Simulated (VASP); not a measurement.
# BP (F-43m) in VASP: notebook

The runs below take BP through single point, relaxation of cell and atoms, with PBEsol.

Everything below comes from runs of VASP 6.6.1. Logs are shortened: lines on timing, memory, paths and dates and some standing lists are left out, and cuts for length are marked.

**1. The cell of the first run**

The structure is cubic, space group F-43m (No. 216). The conventional cell has a = 4.520 Å, b = 4.520 Å, c = 4.520 Å, α = 90.00°, β = 90.00°, γ = 90.00°. B (site symmetry -43m) has 4 P at 1.96 Å within 2.6 Å. Within 2.6 Å of P (site symmetry -43m) lie 4 B at 1.96 Å.

**2. Single point, PBEsol**

Input file INCAR:

```
ALGO = Normal ; EDIFF = 1E-7
ENCUT = 520 ; GGA = PS
ISIF = 2 ; ISMEAR = 0
LASPH = T ; LCHARG = T
LELF = T ; LREAL = F
LVHAR = T ; LWAVE = F
NBANDS = 11 ; NELM = 80
PREC = Accurate ; SIGMA = 0.01
```

Input file KPOINTS:

```
k-points
0
Gamma
  8 8 8
```

Input file POSCAR:

```
BP
1.0
    0.0000000000      2.2601613090      2.2601613090
    2.2601613090      0.0000000000      2.2601613090
    2.2601613090      2.2601613090      0.0000000000
B P
1 1
Direct
    0.0000000000      0.0000000000      0.0000000000
    0.2500000000      0.2500000000      0.2500000000
```

Potentials or basis: VASP PAW PBE potentials, release 64 (B, P).

Command:

```
$ cat potpaw_PBE.64/B/POTCAR potpaw_PBE.64/P/POTCAR > POTCAR
$ mpirun -np 1 vasp_std > vasp.out
```

OUTCAR:

```text
EDIFF = 1E-7
   ENCUT = 520
   GGA = PS
   ISIF = 2
   ISMEAR = 0
   LASPH = T
   LREAL = F
   NELM = 80
   PREC = Accurate

 ion  position               nearest neighbor table
   1  0.000  0.000  0.000-   2 1.96   2 1.96   2 1.96   2 1.96
   2  0.250  0.250  0.250-   1 1.96   1 1.96   1 1.96   1 1.96

  LATTYP: Found a face centered cubic cell.
 ALAT       =     4.5203226180

  Lattice vectors:

 A1 = (   0.0000000000,   2.2601613090,   2.2601613090)
 A2 = (   2.2601613090,   0.0000000000,   2.2601613090)
 A3 = (   2.2601613090,   2.2601613090,   0.0000000000)

Analysis of symmetry for initial positions (statically):
=====================================================================
 Subroutine PRICEL returns:
 Original cell was already a primitive cell.

 Routine SETGRP: Setting up the symmetry group for a
 face centered cubic supercell.

 Subroutine GETGRP returns: Found 24 space group operations
 (whereof 24 operations were pure point group operations)
 out of a pool of 48 trial point group operations.

The static configuration has the point symmetry T_d .

Analysis of symmetry for dynamics (positions and initial velocities):
=====================================================================
 Subroutine PRICEL returns:
 Original cell was already a primitive cell.

 Routine SETGRP: Setting up the symmetry group for a
 face centered cubic supercell.

 Subroutine GETGRP returns: Found 24 space group operations
 (whereof 24 operations were pure point group operations)
 out of a pool of 48 trial point group operations.

The dynamic configuration has the point symmetry T_d .

 Subroutine INISYM returns: Found 24 space group operations
 (whereof 24 operations are pure point group operations),
 and found     1 'primitive' translations

----------------------------------------------------------------------------------------

                                     Primitive cell

  volume of cell :      23.0913

  direct lattice vectors                    reciprocal lattice vectors
     0.000000000  2.260161309  2.260161309    -0.221223148  0.221223148  0.221223148
     2.260161309  0.000000000  2.260161309     0.221223148 -0.221223148  0.221223148
     2.260161309  2.260161309  0.000000000     0.221223148  0.221223148 -0.221223148

  length of vectors
     3.196350776  3.196350776  3.196350776     0.383169732  0.383169732  0.383169732

  position of ions in fractional coordinates (direct lattice)
     0.000000000  0.000000000  0.000000000
     0.250000000  0.250000000  0.250000000

  ion indices of the primitive-cell ions
   primitive index   ion index
                 1           1
                 2           2

----------------------------------------------------------------------------------------

 KPOINTS: k-points

Automatic generation of k-mesh.
 Grid dimensions read from file:
 generate k-points for:    8    8    8

 Generating k-lattice:

  Cartesian coordinates                     Fractional coordinates (reciprocal lattice)
    -0.027652894  0.027652894  0.027652894     0.125000000  0.000000000  0.000000000
     0.027652894 -0.027652894  0.027652894     0.000000000  0.125000000  0.000000000
     0.027652894  0.027652894 -0.027652894     0.000000000  0.000000000  0.125000000

  Length of vectors
     0.047896217  0.047896217  0.047896217

  Shift w.r.t. Gamma in fractional coordinates (k-lattice)
     0.000000000  0.000000000  0.000000000

 Subroutine IBZKPT returns following result:
 ===========================================

 Found     29 irreducible k-points:

 Following reciprocal coordinates:
            Coordinates               Weight
  0.000000  0.000000  0.000000      1.000000
  0.125000  0.000000  0.000000      8.000000
  0.250000  0.000000  0.000000      8.000000
  0.375000  0.000000  0.000000      8.000000
  0.500000  0.000000  0.000000      4.000000
  0.125000  0.125000  0.000000      6.000000
[... 16 lines left out ...]
  0.500000  0.250000  0.125000     48.000000
 -0.375000  0.250000  0.125000     24.000000
 [... further k-points ...]
   k-points           NKPTS =     29   k-points in BZ     NKDIM =     29   number of bands    NBANDS=     11
   number of dos      NEDOS =    301   number of ions     NIONS =      2
   total plane-waves  NPLWV =  13824
   dimension x,y,z NGX =    24 NGY =   24 NGZ =   24
   dimension x,y,z NGXF=    48 NGYF=   48 NGZF=   48
   ions per type =               1   1
   NGX,Y,Z   is equivalent  to a cutoff of  12.48, 12.48, 12.48 a.u.
   NGXF,Y,Z  is equivalent  to a cutoff of  24.97, 24.97, 24.97 a.u.
 SYSTEM =  unknown system
   PREC   = accura    normal or accurate (medium, high low for compatibility)
   ISTART =      0    job   : 0-new  1-cont  2-samecut
   ICHARG =      2    charge: 1-file 2-atom 10-const
   ISPIN  =      1    spin polarized calculation?
   LNONCOLLINEAR =      F non collinear calculations
   LSORBIT =      F    spin-orbit coupling
   LASPH  =      T    aspherical Exc in radial PAW
   ENCUT  =  520.0 eV  38.22 Ry    6.18 a.u.   5.94  5.94  5.94*2*pi/ulx,y,z
   NELM   =     80;   NELMIN=  2; NELMDL= -5     # of ELM steps
   EDIFF  = 0.1E-06   stopping-criterion for ELM
   LREAL  =      F    real-space projection
   EDIFFG = 0.1E-05   stopping-criterion for IOM
   NSW    =      0    number of steps for IOM
   IBRION =     -1    ionic relax: 0-MD 1-quasi-New 2-CG
   NFREE  =      0    steps in history (QN), initial steepest desc. (CG)
   ISIF   =      2    stress and relaxation
   ISYM   =      2    0-nonsym 1-usesym 2-fastsym
   POTIM  = 0.5000    time-step for ionic-motion
   TEBEG  =    0.0;   TEEND  =   0.0 temperature during run
   PSTRESS=    0.0 pullay stress
   NELECT =       8.0000    total number of electrons
   NUPDOWN=      -1.0000    fix difference up-down
   EMIN   =  10.00;   EMAX   =-10.00  energy-range for DOS
   EFERMI =   0.00;   METHOD = LEGACY
   ISMEAR =     0;   SIGMA  =   0.01  broadening in eV -4-tet -1-fermi 0-gaus
   EFERMI_NEDOS =   21; number of points for ismear=-14 and -15
   IALGO  =     38    algorithm
   IMIX   =      4    mixing-type and parameters
     AMIX     =   0.40;   BMIX     =  1.00
     AMIX_MAG =   1.60;   BMIX_MAG =  1.00
  volume/ion in A,a.u.               =      11.55        77.91
  Fermi-wavevector in a.u.,A,eV,Ry     =   1.149799  2.172806 17.987426  1.322039
  Thomas-Fermi vector in A             =   2.286467
   LORBIT       =      0    0 simple, 1 ext, 2 COOP (PROOUT), +10 PAW based schemes
   GGA     = PS    functional components
   LHFCALC =     F    Hartree Fock is set to
   AEXX    =    0.0000 exact exchange contribution
   IVDW    =     0    specifies the selected vdW correction
   LEPSILON=     F    determine dielectric tensor
   LRPA    =     F    only Hartree local field effects (RPA)
 non-spin polarized calculation
 Gauss-broadening in eV      SIGMA  =   0.01
  energy-cutoff  :      520.00
  volume of cell :       23.09
 maximum number of plane-waves:       636
   NGX = 11   NGY = 11   NGZ = 11

 number of electron       8.0000001 magnetization

 Free energy of the ion-electron system (eV)
  ---------------------------------------------------
  ext. energy  EPLUGINS =         0.00000000
  ---------------------------------------------------
  free energy    TOTEN  =       -13.67158432 eV

  energy without entropy =      -13.67158432  energy(sigma->0) =      -13.67158432

 E-fermi :   7.6541     XC(G=0): -11.0948

 val. band max:        7.5453827762   @ k =   0.0000   0.0000   0.0000
 cond. band min:       8.6945763696   @ k =   0.3750   0.3750   0.0000
 fundamental gap:      1.1491935934
 Fermi energy:         7.6540691736

 k-point     1 :       0.0000    0.0000    0.0000
  band No.  band energies     occupation
      1      -8.0580      2.00000
      2       7.5454      2.00000
      3       7.5454      2.00000
      4       7.5454      2.00000
      5      10.9192      0.00000
      6      10.9192      0.00000
      7      10.9192      0.00000
      8      15.0659      0.00000
      9      18.8681      0.00000
     10      19.7008      0.00000
     11      19.7008      0.00000

 k-point     2 :       0.1250    0.0000    0.0000
  band No.  band energies     occupation
      1      -7.7733      2.00000
      2       5.6622      2.00000
      3       7.1078      2.00000
      4       7.1078      2.00000
      5      11.4684      0.00000
      6      11.5222      0.00000
      7      11.5222      0.00000
      8      15.8272      0.00000
      9      18.7404      0.00000
     10      18.7404      0.00000
     11      19.7254      0.00000

 k-point     3 :       0.2500    0.0000    0.0000
  band No.  band energies     occupation
      1      -6.9371      2.00000
      2       2.6310      2.00000
      3       6.4094      2.00000
      4       6.4094      2.00000
      5      11.5533      0.00000
      6      12.2899      0.00000
      7      12.2899      0.00000
      8      17.1714      0.00000
      9      18.4713      0.00000
     10      18.4713      0.00000
     11      20.4614      0.00000

 k-point     4 :       0.3750    0.0000    0.0000
  band No.  band energies     occupation
      1      -5.6519      2.00000
      2      -0.1353      2.00000
      3       5.9284      2.00000
      4       5.9284      2.00000
      5      11.4127      0.00000
      6      12.3202      0.00000
      7      12.3202      0.00000
      8      17.5883      0.00000
      9      20.1699      0.00000
     10      20.1699      0.00000
     11      21.3108      0.00000
[... 239 lines left out ...]
 k-point    22 :       0.3750    0.2500    0.1250
  band No.  band energies     occupation
      1      -6.2035      2.00000
      2       2.5757      2.00000
      3       3.6670      2.00000
      4       5.5345      2.00000
      5      10.9472      0.00000
      6      13.4907      0.00000
      7      13.7352      0.00000
      8      15.0935      0.00000
      9      19.1648      0.00000
     10      21.4356      0.00000
     11      23.1712      0.00000

 k-point    23 :       0.5000    0.2500    0.1250
  band No.  band energies     occupation
      1      -4.9492      2.00000
      2       0.3624      2.00000
      3       3.0221      2.00000
      4       4.7418      2.00000
      5      11.5752      0.00000
      6      12.9838      0.00000
      7      14.8524      0.00000
      8      15.9012      0.00000
      9      19.9716      0.00000
     10      20.9566      0.00000
     11      24.5819      0.00000

 k-point    24 :      -0.3750    0.2500    0.1250
  band No.  band energies     occupation
      1      -3.9953      2.00000
      2      -1.0265      2.00000
      3       2.9497      2.00000
      4       4.3612      2.00000
      5      11.6449      0.00000
      6      12.7191      0.00000
      7      15.8951      0.00000
      8      17.3401      0.00000
      9      17.9564      0.00000
     10      21.9963      0.00000
     11      24.3030      0.00000

 [... further k-points ...]
[... 5 lines left out ...]
  --------------------------------------------------------------------------------------
  -------------------------------------------------------------------------------------
  Total        0.0146242      0.0146242      0.0146242     -0.0000000      0.0000000      0.0000000
  in kB        1.0146928      1.0146928      1.0146928     -0.0000000      0.0000000      0.0000000
  external PRESSURE =       1.0146928 kB  Pullay stress =       0.0000000 kB

 VOLUME and BASIS-vectors are now :
 -----------------------------------------------------------------------------
  energy-cutoff  :      520.00
  volume of cell :       23.09
      direct lattice vectors                 reciprocal lattice vectors
     0.000000000  2.260161309  2.260161309    -0.221223148  0.221223148  0.221223148
     2.260161309  0.000000000  2.260161309     0.221223148 -0.221223148  0.221223148
     2.260161309  2.260161309  0.000000000     0.221223148  0.221223148 -0.221223148

 POSITION                                       TOTAL-FORCE (eV/Angst)
 -----------------------------------------------------------------------------------
      0.00000      0.00000      0.00000         0.000000      0.000000      0.000000
      1.13008      1.13008      1.13008        -0.000000     -0.000000     -0.000000
 -----------------------------------------------------------------------------------
    total drift:                                0.000000      0.000000      0.000000

  FREE ENERGIE OF THE ION-ELECTRON SYSTEM (eV)
  ---------------------------------------------------
  free  energy   TOTEN  =       -13.6715843232 eV

  energy  without entropy=      -13.6715843232  energy(sigma->0) =      -13.67158432
```

Wall time 6.6 s (1 thread of Intel Xeon Platinum 8488C (Sapphire Rapids), shared host); peak memory 0.13 GiB.

What came out:

| Quantity | Value |
| --- | --- |
| Free energy | -13.6716 eV |
| Pressure | 0.1 GPa |
| Band gap on the k mesh | 1.15 eV, indirect (least direct gap 3.37 eV) |

Caveat: the PAW data sets were made with another functional, which shifts forces and pressure a little. A k mesh can miss the band edges.

(Continued in part 2 of 2.)
